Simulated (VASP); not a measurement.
# Ge (I4_1/amd) in VASP: relaxation of cell and atoms with PBE

Aim: the relaxation of cell and atoms of Ge with PBE.

All numbers are computed with VASP 6.6.1; they aren't measurements. Logs are shortened: lines on timing, memory, paths and dates and some standing lists are left out, and cuts for length are marked.

## (1) The cell of the first run

The structure is tetragonal, space group I4_1/amd (No. 141). Conventional cell: a = 3.956 Å, b = 3.956 Å, c = 2.144 Å, α = 90.00°, β = 90.00°, γ = 90.00°. Ge (site symmetry -4m2) has 10 Ge at 2.05 to 2.55 Å within 2.7 Å.

## (2) Relaxation of cell and atoms, PBE, target pressure 390 GPa, at which the enthalpy is minimised

Input file INCAR:

```
ALGO = Normal
EDIFF = 1E-7
EDIFFG = -0.005
ENCUT = 600
GGA = PE
IBRION = 2
ISIF = 3
ISMEAR = -1
LASPH = T
LCHARG = F
LREAL = F
LWAVE = F
NELM = 60
NSW = 32
PREC = Accurate
PSTRESS = 3900.0
SIGMA = 0.1
```

Input file KPOINTS:

```
k-points
0
Gamma
  20 20 20
```

Input file POSCAR:

```
Ge
1.0
   -1.9779455607      1.9779455607      1.0719504576
    1.9779455607     -1.9779455607      1.0719504576
    1.9779455607      1.9779455607     -1.0719504576
Ge
2
Direct
   -0.3750000000     -0.1250000000     -0.2500000000
    0.3750000000      0.1250000000      0.2500000000
```

Potentials or basis: VASP PAW PBE potentials, release 64 (Ge_d).

The run is started by

```console
$ cat potpaw_PBE.64/Ge_d/POTCAR > POTCAR
$ mpirun -np 1 vasp_std > vasp.out
```

OUTCAR:

```text
EDIFF = 1E-7
   EDIFFG = -0.005
   ENCUT = 600
   GGA = PE
   IBRION = 2
   ISIF = 3
   ISMEAR = -1
   LASPH = T
   LREAL = F
   NELM = 60
   NSW = 32
   PREC = Accurate
   PSTRESS = 3900.0

 ion  position               nearest neighbor table
   1  0.625  0.875  0.750-   2 2.05   2 2.05   2 2.05   2 2.05   2 2.55   2 2.55   2 2.55   2 2.55

   2  0.375  0.125  0.250-   1 2.05   1 2.05   1 2.05   1 2.05   1 2.55   1 2.55   1 2.55   1 2.55

  LATTYP: Found a body centered tetragonal cell.
 ALAT       =     3.9558911214
 C/A-ratio  =     0.5419514464

  Lattice vectors:

 A1 = (  -1.9779455607,   1.9779455607,   1.0719504576)
 A2 = (   1.9779455607,  -1.9779455607,   1.0719504576)
 A3 = (   1.9779455607,   1.9779455607,  -1.0719504576)

Analysis of symmetry for initial positions (statically):
=====================================================================
 Subroutine PRICEL returns:
 Original cell was already a primitive cell.

 Routine SETGRP: Setting up the symmetry group for a
 body centered tetragonal supercell.

 Subroutine GETGRP returns: Found 16 space group operations
 (whereof  4 operations were pure point group operations)
 out of a pool of 16 trial point group operations.

The static configuration has the point symmetry C_2h.
 The point group associated with its full space group is D_4h.

Analysis of symmetry for dynamics (positions and initial velocities):
=====================================================================
 Subroutine PRICEL returns:
 Original cell was already a primitive cell.

 Routine SETGRP: Setting up the symmetry group for a
 body centered tetragonal supercell.

 Subroutine GETGRP returns: Found 16 space group operations
 (whereof  4 operations were pure point group operations)
 out of a pool of 16 trial point group operations.

The dynamic configuration has the point symmetry C_2h.
 The point group associated with its full space group is D_4h.

 Subroutine INISYM returns: Found 16 space group operations
 (whereof  4 operations are pure point group operations),
 and found     1 'primitive' translations

----------------------------------------------------------------------------------------

                                     Primitive cell

  volume of cell :      16.7750

  direct lattice vectors                    reciprocal lattice vectors
    -1.977945561  1.977945561  1.071950458     0.000000000  0.252787544  0.466439467
     1.977945561 -1.977945561  1.071950458     0.252787544  0.000000000  0.466439467
     1.977945561  1.977945561 -1.071950458     0.252787544  0.252787544  0.000000000

  length of vectors
     2.995599283  2.995599283  2.995599283     0.530534936  0.530534936  0.357495573

  position of ions in fractional coordinates (direct lattice)
     0.625000000  0.875000000  0.750000000
     0.375000000  0.125000000  0.250000000

  ion indices of the primitive-cell ions
   primitive index   ion index
                 1           1
                 2           2

----------------------------------------------------------------------------------------

 KPOINTS: k-points

Automatic generation of k-mesh.
 Grid dimensions read from file:
 generate k-points for:   20   20   20

 Generating k-lattice:

  Cartesian coordinates                     Fractional coordinates (reciprocal lattice)
     0.000000000  0.012639377  0.023321973     0.050000000  0.000000000  0.000000000
     0.012639377  0.000000000  0.023321973     0.000000000  0.050000000  0.000000000
     0.012639377  0.012639377  0.000000000     0.000000000  0.000000000  0.050000000

  Length of vectors
     0.026526747  0.026526747  0.017874779

  Shift w.r.t. Gamma in fractional coordinates (k-lattice)
     0.000000000  0.000000000  0.000000000

 Subroutine IBZKPT returns following result:
 ===========================================

 Found    641 irreducible k-points:

 Following reciprocal coordinates:
            Coordinates               Weight
  0.000000  0.000000  0.000000      1.000000
  0.050000  0.000000  0.000000      8.000000
  0.100000 -0.000000  0.000000      8.000000
  0.150000  0.000000 -0.000000      8.000000
  0.200000 -0.000000  0.000000      8.000000
  0.250000  0.000000 -0.000000      8.000000
[... 16 lines left out ...]
 -0.400000  0.050000  0.000000     16.000000
 -0.350000  0.050000 -0.000000     16.000000
 [... further k-points ...]
   k-points           NKPTS =    641   k-points in BZ     NKDIM =    641   number of bands    NBANDS=     18
   number of dos      NEDOS =    301   number of ions     NIONS =      2
   total plane-waves  NPLWV =  13824
   dimension x,y,z NGX =    24 NGY =   24 NGZ =   24
   dimension x,y,z NGXF=    48 NGYF=   48 NGZF=   48
   ions per type =               2
   NGX,Y,Z   is equivalent  to a cutoff of  13.32, 13.32, 13.32 a.u.
   NGXF,Y,Z  is equivalent  to a cutoff of  26.64, 26.64, 26.64 a.u.
 SYSTEM =  unknown system
   PREC   = accura    normal or accurate (medium, high low for compatibility)
   ISTART =      0    job   : 0-new  1-cont  2-samecut
   ICHARG =      2    charge: 1-file 2-atom 10-const
   ISPIN  =      1    spin polarized calculation?
   LNONCOLLINEAR =      F non collinear calculations
   LSORBIT =      F    spin-orbit coupling
   LASPH  =      T    aspherical Exc in radial PAW
   ENCUT  =  600.0 eV  44.10 Ry    6.64 a.u.   5.98  5.98  5.98*2*pi/ulx,y,z
   NELM   =     60;   NELMIN=  2; NELMDL= -5     # of ELM steps
   EDIFF  = 0.1E-06   stopping-criterion for ELM
   LREAL  =      F    real-space projection
   EDIFFG = -.5E-02   stopping-criterion for IOM
   NSW    =     32    number of steps for IOM
   IBRION =      2    ionic relax: 0-MD 1-quasi-New 2-CG
   NFREE  =      1    steps in history (QN), initial steepest desc. (CG)
   ISIF   =      3    stress and relaxation
   ISYM   =      2    0-nonsym 1-usesym 2-fastsym
   POTIM  = 0.5000    time-step for ionic-motion
   TEBEG  =    0.0;   TEEND  =   0.0 temperature during run
   PSTRESS= 3900.0 pullay stress
   NELECT =      28.0000    total number of electrons
   NUPDOWN=      -1.0000    fix difference up-down
   EMIN   =  10.00;   EMAX   =-10.00  energy-range for DOS
   EFERMI =   0.00;   METHOD = LEGACY
   ISMEAR =    -1;   SIGMA  =   0.10  broadening in eV -4-tet -1-fermi 0-gaus
   EFERMI_NEDOS =   21; number of points for ismear=-14 and -15
   IALGO  =     38    algorithm
   IMIX   =      4    mixing-type and parameters
     AMIX     =   0.40;   BMIX     =  1.00
     AMIX_MAG =   1.60;   BMIX_MAG =  1.00
  volume/ion in A,a.u.               =       8.39        56.60
  Fermi-wavevector in a.u.,A,eV,Ry     =   1.941957  3.669768 51.310275  3.771199
  Thomas-Fermi vector in A             =   2.971486
   LORBIT       =      0    0 simple, 1 ext, 2 COOP (PROOUT), +10 PAW based schemes
   GGA     = PE    functional components
   LHFCALC =     F    Hartree Fock is set to
   AEXX    =    0.0000 exact exchange contribution
   IVDW    =     0    specifies the selected vdW correction
   LEPSILON=     F    determine dielectric tensor
   LRPA    =     F    only Hartree local field effects (RPA)
 conjugate gradient relaxation of ions
 non-spin polarized calculation
  energy-cutoff  :      600.00
  volume of cell :       16.78
 maximum number of plane-waves:       576
   NGX = 11   NGY = 11   NGZ = 11

--------------------------------------- Ionic step        1  -------------------------------------------

 number of electron      28.0000007 magnetization

 Free energy of the ion-electron system (eV)
  ---------------------------------------------------
  ext. energy  EPLUGINS =         0.00000000
  ---------------------------------------------------
  free energy    TOTEN  =         3.75161575 eV

  energy without entropy =        3.76521339  energy(sigma->0) =        3.75841457

------------------------ aborting loop because EDIFF is reached ----------------------------------------

  FORCE on cell =-STRESS in cart. coord.  units (eV):
  Direction    XX          YY          ZZ          XY          YZ          ZX
  --------------------------------------------------------------------------------------
  -------------------------------------------------------------------------------------
  Total       41.2102840     41.2102840     41.1323528     -0.0000000     -0.0000000     -0.0000000
  in kB     3935.9793910   3935.9793910   3928.5362074     -0.0000000     -0.0000000     -0.0000000
  external PRESSURE =      33.4983298 kB  Pullay stress =    3900.0000000 kB
[... 175 lines left out ...]
  enthalpy is  TOTEN    =        44.5847629211 eV   P V=       40.9316178873

--------------------------------------- Ionic step        6  -------------------------------------------

 number of electron      28.0000004 magnetization

 Free energy of the ion-electron system (eV)
  ---------------------------------------------------
  ext. energy  EPLUGINS =         0.00000000
  ---------------------------------------------------
  free energy    TOTEN  =         3.65188549 eV

  energy without entropy =        3.66549438  energy(sigma->0) =        3.65868993

 E-fermi :  20.1138     XC(G=0): -16.0124

 val. band max:       20.1050356540   @ k =  -0.4000   0.1500   0.0500
 cond. band min:      20.1228654372   @ k =   0.1000  -0.0000   0.0000
 fundamental gap:      0.0178297832
 Fermi energy:        20.1138274137

 k-point     1 :       0.0000    0.0000    0.0000
  band No.  band energies     occupation
      1      -7.9815      2.00000
      2      -7.8115      2.00000
      3      -7.5776      2.00000
      4      -7.5453      2.00000
      5      -6.5636      2.00000
      6      -6.5636      2.00000
[... 10 lines left out ...]
     17      33.6534      0.00000
     18      35.9725      0.00000
[... 466 lines left out ...]
      2      -7.4554      2.00000
      3      -7.3409      2.00000
      4      -7.1673      2.00000
      5      -7.0348      2.00000
      6      -6.7453      2.00000
[... 10 lines left out ...]
     17      26.8022      0.00000
     18      28.2965      0.00000

 [... further k-points ...]

------------------------ aborting loop because EDIFF is reached ----------------------------------------

  FORCE on cell =-STRESS in cart. coord.  units (eV):
  Direction    XX          YY          ZZ          XY          YZ          ZX
  --------------------------------------------------------------------------------------
  -------------------------------------------------------------------------------------
  Total       40.9396785     40.9396785     40.9383021      0.0000000     -0.0000000      0.0000000
  in kB     3900.6494385   3900.6494385   3900.5182968      0.0000000     -0.0000000      0.0000000
  external PRESSURE =       0.6057246 kB  Pullay stress =    3900.0000000 kB
[... 17 lines left out ...]
  FREE ENERGIE OF THE ION-ELECTRON SYSTEM (eV)
  ---------------------------------------------------
  free  energy   TOTEN  =         3.6518854858 eV

  energy  without entropy=        3.6654943778  energy(sigma->0) =        3.65868993

  enthalpy is  TOTEN    =        44.5847477414 eV   P V=       40.9328622556

 reached required accuracy - stopping structural energy minimisation
```

It took 4.7 min on 1 thread of Intel Xeon 6975P-C (Granite Rapids), shared host; peak memory 0.31 GiB.

What came out:

```yaml
Free_energy: 3.6519 eV
Relaxed_volume: 8.41 Å³/atom
Relaxed_cell: a = 2.998 Å, b = 2.998 Å, c = 2.998 Å, α = 97.35°, β = 97.35°, γ = 138.08°
Space_group_after_relaxing_to_0.1_Å: I4_1/amd (No. 141)
Energy_change_on_relaxing_the_run_minimises_the_enthalpy: -49.9 meV/atom
Ionic_steps: 6
Pressure_after_relaxing: 390.1 GPa
Band_gap_on_the_k_mesh: zero (bands 14 and 15 overlap by 11.93 eV)
```

Step by step:
| step | energy change (eV) | largest force (eV/Å) | pressure (GPa) | volume (Å³) |
| --- | --- | --- | --- | --- |
| 1 | 0.0000 | 0.0000 | 393.35 | 16.78 |
| 2 | -1.0085 | 0.0000 | 359.99 | 17.20 |
| 3 | -0.1025 | 0.0000 | 389.96 | 16.82 |
| 4 | -0.1004 | 0.0000 | 390.05 | 16.82 |
| 5 | -0.0985 | 0.0000 | 390.06 | 16.82 |
| 6 | -0.0997 | 0.0000 | 390.06 | 16.82 |

Final structure:
```
CELL_PARAMETERS angstrom
-1.97988 1.97988 1.07246
1.97988 -1.97988 1.07246
1.97988 1.97988 -1.07246
ATOMIC_POSITIONS crystal
Ge 0.62500 0.87500 0.75000
Ge 0.37500 0.12500 0.25000
```

Caveat: the cell is relaxed towards a set pressure, so the run minimises the enthalpy, not the energy.
